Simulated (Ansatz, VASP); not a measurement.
## AlN in VASP and in Ansatz

The input INCAR:

```
SYSTEM = AlN
PREC = Accurate
ENCUT = 600
EDIFF = 1E-6
ISMEAR = 0
SIGMA = 0.02
LREAL = .False.
LASPH = .True.
NELM = 120
ALGO = Normal
ISIF = 2
LWAVE = .False.
LCHARG = .False.
GGA = PS
NBANDS = 11
GGA_COMPAT = .False.
```

KPOINTS

```
Automatic mesh
0
Gamma
  14 14 14
  0 0 0
```

POSCAR

```
AlN
1.0
    0.0000000000      2.1888704971      2.1888704971
    2.1888704971      0.0000000000      2.1888704971
    2.1888704971      2.1888704971      0.0000000000
Al N
1 1
Direct
    0.0000000000      0.0000000000      0.0000000000
    0.2500000000      0.2500000000      0.2500000000
```

Input for Ansatz:

```yaml
crystal:
  lattice:
    - [0.0, 2.1888704971, 2.1888704971]
    - [2.1888704971, 0.0, 2.1888704971]
    - [2.1888704971, 2.1888704971, 0.0]
  atoms:
    - { symbol: Al, position: [0.0, 0.0, 0.0] }
    - { symbol: "N", position: [0.25, 0.25, 0.25] }
basis:
  ecutwfc: 420
kpoints:
  mp_grid: { grid: [14, 14, 14] }
hamiltonian:
  xc: pbesol
scf:
  occupations: { method: gaussian, width: 0.02 }
output:
  forces: true
  stress: true
  eigenvalues: true
```

Alike in both runs: task single point; functional PBEsol; k mesh 14 × 14 × 14; occupations gaussian, width 0.02 eV; no spin polarisation.

|  | VASP | Ansatz |
| --- | --- | --- |
| version | VASP 6.6.1 | Ansatz 0.2.0 |
| potentials or method | VASP PAW PBE potentials, release 64 (Al, N), cutoff 600 eV | scalar-relativistic, plane waves, PAW |
| valence electrons in the cell | 8 | 8 |

```csv
,VASP,Ansatz,Ansatz less VASP
gap on the k mesh at the Fermi level (eV),3.18,3.19,+0.009
least direct gap on the mesh (eV),4.07,4.06,-0.016
pressure (GPa),-0.2,0.0,+0.18
```

VASP's potentials were made for PBE, not for PBEsol.
